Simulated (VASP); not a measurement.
Here is a VASP 6.6.1 calculation.

INCAR

```
SYSTEM = Li
ALGO     = Normal         ! electronic algorithm
EDIFF    = 1E-6           ! SCF threshold, eV
EDIFFG   = -0.005         ! ionic threshold
ENCUT    = 600            ! plane-wave cutoff, eV
GGA      = PE             ! functional
IBRION   = 2              ! ionic algorithm
ISIF     = 3              ! what is computed and relaxed
ISMEAR   = -1             ! smearing method
LASPH    = .TRUE.         ! aspherical terms in the spheres
LCHARG   = .FALSE.        ! write CHGCAR
LREAL    = .FALSE.        ! projectors in reciprocal space
LWAVE    = .FALSE.        ! write WAVECAR
NELM     = 80             ! most SCF steps
NSW      = 60             ! ionic steps
PREC     = Accurate       ! precision mode
PSTRESS  = 4.3          
SIGMA    = 0.1            ! smearing width, eV
```

Contents of KPOINTS:

```
k-points
0
G
  15 15 15
  0 0 0
```

POSCAR

```
Li
1.0
   -2.6393740298      2.6393740298      1.4516557164
    2.6393740298     -2.6393740298      1.4516557164
    2.6393740298      2.6393740298     -1.4516557164
Li
2
Direct
   -0.3750000000     -0.1250000000     -0.2500000000
    0.3750000000      0.1250000000      0.2500000000
```

Potentials or basis: VASP PAW PBE potentials, release 64 (Li_sv).

The run is started by

```sh
$ cat potpaw_PBE.64/Li_sv/POTCAR > POTCAR
$ mpirun -np 1 vasp_std > vasp.out
```

Question: Estimate the space group after relaxing (to 0.1 Å).

Answer: I4_1/amd (No. 141).

Question: Predict the band gap on the k mesh.

Answer: Zero (bands 3 and 4 overlap by 2.93 eV).

The path:
```
step  energy change (eV)  largest force (eV/Å)  pressure (GPa)  volume (Å³)
   1              0.0000                0.0000           -0.05        40.45
   2             -0.0002                0.0000            0.06        40.09
   3              0.0009                0.0000            0.42        39.03
   4              0.0011                0.0000            0.44        38.98
```

Caveat: the cutoff is under 1.25 times the usual one of these potentials, so pressure, stress and relaxed cells hold a basis-set (Pulay) error; the cell is relaxed towards a set pressure, so the run minimises the enthalpy, not the energy.
